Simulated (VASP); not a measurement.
# ZnSe (I-4m2) in VASP: a series of runs, part 2 of 2

VASP 6.6.1. The steps go on from the part before.

### 4 Single point, PBE (zz strain of -3 %)

Contents of INCAR:

```
SYSTEM = ZnSe
PREC = Accurate
ENCUT = 520
EDIFF = 1E-6
ISMEAR = -1
SIGMA = 0.03
LREAL = .False.
LASPH = .True.
NELM = 80
ALGO = Normal
ISIF = 2
LWAVE = .False.
LCHARG = .False.
GGA = PE
NBANDS = 16
```

Contents of KPOINTS:

```
Automatic mesh
0
Gamma
  8 8 8
  0 0 0
```

Contents of POSCAR:

```
ZnSe
1.0
    0.0000000000      2.8338000000      2.7487860000
    2.8338000000      0.0000000000      2.7487860000
    2.8338000000      2.8338000000      0.0000000000
Zn Se
1 1
Direct
    0.0000000000      0.0000000000      0.0000000000
    0.7500000000      0.7500000000      0.7500000000
```

Potentials or basis: VASP PAW PBE potentials, release 64 (Zn, Se).

The run is started by

```bash
cat potpaw_PBE.64/Zn/POTCAR potpaw_PBE.64/Se/POTCAR > POTCAR
mpirun -np 1 vasp_std > vasp.out
```

OUTCAR:

```text
SYSTEM = ZnSe
   PREC = Accurate
   ENCUT = 520
   EDIFF = 1E-6
   ISMEAR = -1
   LREAL = .False.
   LASPH = .True.
   NELM = 80
   ISIF = 2
   GGA = PE

 ion  position               nearest neighbor table
   1  0.000  0.000  0.000-   2 2.43   2 2.43   2 2.43   2 2.43
   2  0.750  0.750  0.750-   1 2.43   1 2.43   1 2.43   1 2.43

  LATTYP: Found a body centered tetragonal cell.
 ALAT       =     4.0075983931
 C/A-ratio  =     1.3717871555

  Lattice vectors:
[... 191 lines left out ...]
      4      -4.7726      2.00000
      5      -4.3879      2.00000
      6      -4.3817      2.00000
[... 433 lines left out ...]
      3      -4.6718      2.00000
      4      -4.6024      2.00000
      5      -4.3860      2.00000
      6      -4.3622      2.00000
[... 8 lines left out ...]
     15      13.6718      0.00000
     16      14.2926      0.00000

 [... further k-points ...]
[... 5 lines left out ...]
  --------------------------------------------------------------------------------------
  -------------------------------------------------------------------------------------
  Total        1.1528212      1.1528212      1.4077371      0.0000000      0.0000000      0.0000000
  in kB       41.8372585     41.8372585     51.0884606      0.0000000      0.0000000      0.0000000
  external PRESSURE =      44.9209926 kB  Pullay stress =       0.0000000 kB

 VOLUME and BASIS-vectors are now :
 -----------------------------------------------------------------------------
  energy-cutoff  :      520.00
  volume of cell :       44.15
      direct lattice vectors                 reciprocal lattice vectors
     0.000000000  2.833800000  2.748786000    -0.176441527  0.176441527  0.181898482
     2.833800000  0.000000000  2.748786000     0.176441527 -0.176441527  0.181898482
     2.833800000  2.833800000  0.000000000     0.176441527  0.176441527 -0.181898482

 POSITION                                       TOTAL-FORCE (eV/Angst)
 -----------------------------------------------------------------------------------
      0.00000      0.00000      0.00000        -0.000000     -0.000000      0.000000
      4.25070      4.25070      4.12318         0.000000      0.000000     -0.000000
 -----------------------------------------------------------------------------------
    total drift:                               -0.000000     -0.000000      0.000001

  FREE ENERGIE OF THE ION-ELECTRON SYSTEM (eV)
  ---------------------------------------------------
  free  energy   TOTEN  =        -5.9884262879 eV

  energy  without entropy=       -5.9884262879  energy(sigma->0) =       -5.98842629
```

stdout:

```text
POSCAR found type information on POSCAR ZnSe
 POSCAR found :  2 types and       2 ions
 scaLAPACK will be used
 LDA part: xc-table for (Slater+PW92), standard interpolation
 POSCAR, INCAR and KPOINTS ok, starting setup
 FFT: planning ... GRIDC
 FFT: planning ... GRID_SOFT
 FFT: planning ... GRID
 WAVECAR not read
 entering main loop
```

Wall time 36 s (1 thread of AMD EPYC 9R45 (Zen 5), shared host); peak memory 0.16 GiB.

What came out:

```yaml
Free_energy: -5.9884 eV
Pressure: 4.5 GPa
Band_gap_on_the_k_mesh: 1.34 eV, direct
```

Stress tensor (GPa, compression positive):
```
4.18 0.00 0.00
0.00 4.18 0.00
0.00 0.00 5.11
```

Levels at points of the mesh, in eV from the valence-band top:
```csv
k point,band 7,band 8,band 9,band 10,band 11,band 12
"(0.00, 0.00, 0.00)",-0.11,-0.11,0.00,1.34,5.72,5.73
"(0.50, 0.00, 0.00)",-5.49,-1.07,-0.89,2.51,6.18,6.44
"(0.50, 0.50, 0.00)",-4.84,-2.48,-2.48,2.75,3.19,11.09
"(0.50, 0.00, 0.50)",-5.01,-2.34,-2.28,2.89,3.48,10.79
```

Caveat: the cell differs from its parent crystal (zz strain of -3 %).

### 5 Single point, PBE (equal xx and yy strain of -1 %)

Contents of INCAR:

```
ALGO     = Normal         # electronic algorithm
EDIFF    = 1E-6           # SCF threshold, eV
ENCUT    = 520            # plane-wave cutoff, eV
GGA      = PE             # functional
ISIF     = 2              # what is computed and relaxed
ISMEAR   = -1             # smearing method
LASPH    = True           # aspherical terms in the spheres
LCHARG   = False          # write CHGCAR
LREAL    = False          # projectors in reciprocal space
LWAVE    = False          # write WAVECAR
NBANDS   = 16             # bands
NELM     = 80             # most SCF steps
PREC     = Accurate       # precision mode
SIGMA    = 0.03           # smearing width, eV
```

Contents of KPOINTS:

```
k-points
0
Gamma
  8 8 8
```

Contents of POSCAR:

```
ZnSe
1.0
    0.0000000000      2.8054620000      2.8338000000
    2.8054620000      0.0000000000      2.8338000000
    2.8054620000      2.8054620000      0.0000000000
Zn Se
1 1
Direct
    0.0000000000      0.0000000000      0.0000000000
    0.7500000000      0.7500000000      0.7500000000
```

The run is started by

```bash
cat potpaw_PBE.64/Zn/POTCAR potpaw_PBE.64/Se/POTCAR > POTCAR
mpirun -np 1 vasp_std > vasp.out
```

Run time: 34 s. Hardware: 1 thread of AMD EPYC 9R45 (Zen 5), shared host; peak memory 0.15 GiB.

It converged, with:

| Property | Result |
| --- | --- |
| Free energy | -6.0026 eV |
| Pressure | 3.7 GPa |
| Band gap on the k mesh | 1.36 eV, direct |

Stress tensor (GPa, compression positive):
```
3.86 0.00 0.00
0.00 3.86 0.00
0.00 0.00 3.52
```

Levels at points of the mesh, in eV from the valence-band top:
```
           k point  band 5  band 6  band 7  band 8  band 9  band 10  band 11  band 12  band 13  band 14
(0.00, 0.00, 0.00)   -6.25   -6.24   -0.04    0.00    0.00     1.36     5.78     5.78     5.78     9.99
(0.50, 0.00, 0.00)   -6.22   -6.08   -5.37   -0.94   -0.88     2.56     6.32     6.40     8.62    11.06
(0.50, 0.50, 0.00)   -6.20   -6.07   -4.89   -2.23   -2.23     2.96     3.51    10.81    11.38    11.38
(0.50, 0.00, 0.50)   -6.19   -6.06   -4.83   -2.30   -2.28     2.91     3.41    10.91    11.31    11.42
```

Caveat: the cell differs from its parent crystal (equal xx and yy strain of -1 %).

### 6 Single point, PBE (zz strain of -2 %)

Contents of INCAR:

```
SYSTEM = ZnSe
ALGO = Normal
EDIFF = 1E-6
ENCUT = 520
GGA = PE
ISIF = 2
ISMEAR = -1
LASPH = .TRUE.
LCHARG = .FALSE.
LREAL = .FALSE.
LWAVE = .FALSE.
NBANDS = 16
NELM = 80
PREC = Accurate
SIGMA = 0.03
```

Contents of KPOINTS:

```
k-points
0
G
  8 8 8
  0 0 0
```

Contents of POSCAR:

```
ZnSe
1.0
    0.0000000000      2.8338000000      2.7771240000
    2.8338000000      0.0000000000      2.7771240000
    2.8338000000      2.8338000000      0.0000000000
Zn Se
1 1
Direct
    0.0000000000      0.0000000000      0.0000000000
    0.7500000000      0.7500000000      0.7500000000
```

Potentials or basis: VASP PAW PBE potentials, release 64 (Zn, Se).

The run is started by

```bash
cat potpaw_PBE.64/Zn/POTCAR potpaw_PBE.64/Se/POTCAR > POTCAR
mpirun -np 1 vasp_std > vasp.out
```

OUTCAR:

```text
SYSTEM = ZnSe
   EDIFF = 1E-6
   ENCUT = 520
   GGA = PE
   ISIF = 2
   ISMEAR = -1
   LASPH = .TRUE.
   LREAL = .FALSE.
   NELM = 80
   PREC = Accurate

 ion  position               nearest neighbor table
   1  0.000  0.000  0.000-   2 2.44   2 2.44   2 2.44   2 2.44
   2  0.750  0.750  0.750-   1 2.44   1 2.44   1 2.44   1 2.44

  LATTYP: Found a body centered tetragonal cell.
 ALAT       =     4.0075983931
 C/A-ratio  =     1.3859292911

  Lattice vectors:

 A1 = (   0.0000000000,  -2.8338000000,  -2.7771240000)
 A2 = (   0.0000000000,   2.8338000000,  -2.7771240000)
 A3 = (   2.8338000000,   0.0000000000,   2.7771240000)

Analysis of symmetry for initial positions (statically):
=====================================================================
 Subroutine PRICEL returns:
 Original cell was already a primitive cell.

 Routine SETGRP: Setting up the symmetry group for a
 body centered tetragonal supercell.

 Subroutine GETGRP returns: Found  8 space group operations
 (whereof  8 operations were pure point group operations)
 out of a pool of 16 trial point group operations.

The static configuration has the point symmetry D_2d.

Analysis of symmetry for dynamics (positions and initial velocities):
=====================================================================
 Subroutine PRICEL returns:
 Original cell was already a primitive cell.

 Routine SETGRP: Setting up the symmetry group for a
 body centered tetragonal supercell.

 Subroutine GETGRP returns: Found  8 space group operations
 (whereof  8 operations were pure point group operations)
 out of a pool of 16 trial point group operations.

The dynamic configuration has the point symmetry D_2d.

 Subroutine INISYM returns: Found  8 space group operations
 (whereof  8 operations are pure point group operations),
 and found     1 'primitive' translations

----------------------------------------------------------------------------------------

                                     Primitive cell

  volume of cell :      44.6030

[... 98 lines left out ...]
   PSTRESS=    0.0 pullay stress
   NELECT =      18.0000    total number of electrons
   NUPDOWN=      -1.0000    fix difference up-down
   EMIN   =  10.00;   EMAX   =-10.00  energy-range for DOS
   EFERMI =   0.00;   METHOD = LEGACY
   ISMEAR =    -1;   SIGMA  =   0.03  broadening in eV -4-tet -1-fermi 0-gaus
   EFERMI_NEDOS =   21; number of points for ismear=-14 and -15
   IALGO  =     38    algorithm
   IMIX   =      4    mixing-type and parameters
     AMIX     =   0.40;   BMIX     =  1.00
     AMIX_MAG =   1.60;   BMIX_MAG =  1.00
  volume/ion in A,a.u.               =      22.30       150.50
  Fermi-wavevector in a.u.,A,eV,Ry     =   1.209793  2.286178 19.913479  1.463599
  Thomas-Fermi vector in A             =   2.345360
   LORBIT       =      0    0 simple, 1 ext, 2 COOP (PROOUT), +10 PAW based schemes
   GGA     = PE    functional components
[... 5 lines left out ...]
 non-spin polarized calculation
  energy-cutoff  :      520.00
  volume of cell :       44.60
 maximum number of plane-waves:      1235
 NGX is ok and might be reduce to    30
   NGX = 15   NGY = 15   NGZ = 15

 number of electron      17.9999996 magnetization

 Free energy of the ion-electron system (eV)
  ---------------------------------------------------
  ext. energy  EPLUGINS =         0.00000000
  ---------------------------------------------------
  free energy    TOTEN  =        -6.00162908 eV

  energy without entropy =       -6.00162908  energy(sigma->0) =       -6.00162908

 E-fermi :   2.4374     XC(G=0):  -9.4151

 val. band max:        1.8364204496   @ k =   0.0000   0.0000   0.0000
 cond. band min:       3.1590792157   @ k =   0.0000   0.0000   0.0000
 fundamental gap:      1.3226587661
 Fermi energy:         2.4374238359

 k-point     1 :       0.0000    0.0000    0.0000
  band No.  band energies     occupation
      1     -11.6015      2.00000
      2      -4.8359      2.00000
      3      -4.8359      2.00000
      4      -4.8268      2.00000
      5      -4.4469      2.00000
      6      -4.4430      2.00000
[... 433 lines left out ...]
      3      -4.7263      2.00000
      4      -4.6543      2.00000
      5      -4.4446      2.00000
      6      -4.4233      2.00000
[... 8 lines left out ...]
     15      13.5769      0.00000
     16      14.1526      0.00000

 [... further k-points ...]
[... 5 lines left out ...]
  --------------------------------------------------------------------------------------
  -------------------------------------------------------------------------------------
  Total        0.9813278      0.9813278      1.1586393      0.0000000      0.0000000      0.0000000
  in kB       35.2501548     35.2501548     41.6193379      0.0000000      0.0000000      0.0000000
  external PRESSURE =      37.3732159 kB  Pullay stress =       0.0000000 kB

 VOLUME and BASIS-vectors are now :
 -----------------------------------------------------------------------------
  energy-cutoff  :      520.00
  volume of cell :       44.60
      direct lattice vectors                 reciprocal lattice vectors
     0.000000000  2.833800000  2.777124000    -0.176441527  0.176441527  0.180042375
     2.833800000  0.000000000  2.777124000     0.176441527 -0.176441527  0.180042375
     2.833800000  2.833800000  0.000000000     0.176441527  0.176441527 -0.180042375

 POSITION                                       TOTAL-FORCE (eV/Angst)
 -----------------------------------------------------------------------------------
      0.00000      0.00000      0.00000        -0.000000     -0.000000      0.000000
      4.25070      4.25070      4.16569         0.000000      0.000000     -0.000000
 -----------------------------------------------------------------------------------
    total drift:                                0.000000      0.000000     -0.000000

  FREE ENERGIE OF THE ION-ELECTRON SYSTEM (eV)
  ---------------------------------------------------
  free  energy   TOTEN  =        -6.0016290825 eV

  energy  without entropy=       -6.0016290825  energy(sigma->0) =       -6.00162908
```

It took 32 s on 1 thread of AMD EPYC 9R45 (Zen 5), shared host; peak memory 0.15 GiB.

What came out:

```
Free energy            : -6.0016 eV
Pressure               : 3.7 GPa
Band gap on the k mesh : 1.32 eV, direct
```

Caveat: the cell differs from its parent crystal (zz strain of -2 %).

### 7 The runs side by side

| cell | gap on the mesh (eV) | pressure (GPa) |
| --- | --- | --- |
| a = 4.068, b = 4.068, c = 4.128 Å, angles 59.5, 59.5, 61.0°, 2 atoms | 0.99 | -1.1 |
| a = 3.948, b = 3.948, c = 3.887 Å, angles 60.5, 60.5, 59.0°, 2 atoms | 1.50 | 7.0 |
| a = 3.948, b = 3.948, c = 4.008 Å, angles 59.5, 59.5, 61.0°, 2 atoms | 1.34 | 4.5 |
| a = 3.988, b = 3.988, c = 3.968 Å, angles 60.2, 60.2, 59.7°, 2 atoms | 1.36 | 3.7 |
| a = 3.968, b = 3.968, c = 4.008 Å, angles 59.7, 59.7, 60.7°, 2 atoms | 1.32 | 3.7 |

Alike in all rows: task single point; level PBE; potentials or basis VASP PAW PBE potentials, release 64 (Zn, Se); no spin polarisation; k mesh 8 × 8 × 8; cutoff (eV) 520; smearing fermi-dirac 0.03 eV.

Total energies depend on the potentials used, so only differences within one code and one set of settings carry meaning.
